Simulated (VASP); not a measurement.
Wanted: the native input for a VASP 6.6.1 run.

- Task: single point
- Functional: PBE
- Potentials or basis: VASP PAW PBE potentials, release 64 (Cd, Ge_d)
- Cutoff: 500 eV
- k mesh: 4 × 4 × 4
- Occupations: fermi-dirac, width 0.05 eV
- Spin: no spin polarisation
- Dipole correction: no
- Further INCAR settings: ALGO = Normal; EDIFF = 1e-06; NBANDS = 35

The structure of CdGe3 lies in POSCAR:

```
CdGe3
1.0
    4.3462792952      0.0000000000      0.0000000000
    0.0000000000      4.3462792952      0.0000000000
    0.0000000000      0.0000000000      4.3462792952
Cd Ge
1 3
Direct
    0.0000000000      0.0000000000      0.0000000000
    0.0000000000      0.5000000000      0.5000000000
    0.5000000000      0.0000000000      0.5000000000
    0.5000000000      0.5000000000      0.0000000000
```

The input as run:

INCAR

```
PREC = Accurate ; ENCUT = 500
EDIFF = 1E-6 ; ISMEAR = -1
SIGMA = 0.05 ; LREAL = False
LASPH = True ; NELM = 120
ALGO = Normal ; ISIF = 2
LWAVE = False ; LCHARG = False
GGA = PE ; NBANDS = 35
GGA_COMPAT = False
```

KPOINTS

```
regular mesh
0
Gamma
  4 4 4
```

Potentials or basis: VASP PAW PBE potentials, release 64 (Cd, Ge_d).

Launch:

```sh
$ cat potpaw_PBE.64/Cd/POTCAR potpaw_PBE.64/Ge_d/POTCAR > POTCAR
$ mpirun -np 1 vasp_std > vasp.out
```

It gave:

```json
{"Pressure": "0.1 GPa", "Band gap on the k mesh": "zero (bands 27 and 28 overlap by 3.75 eV)"}
```

Caveat: the k points lie up to 0.36 Å⁻¹ apart, too coarse for converged energies and pressures of a metal.

Run time: 39 s on 1 thread of Intel Xeon 8259CL, on a shared host, peak memory 0.18 GiB.
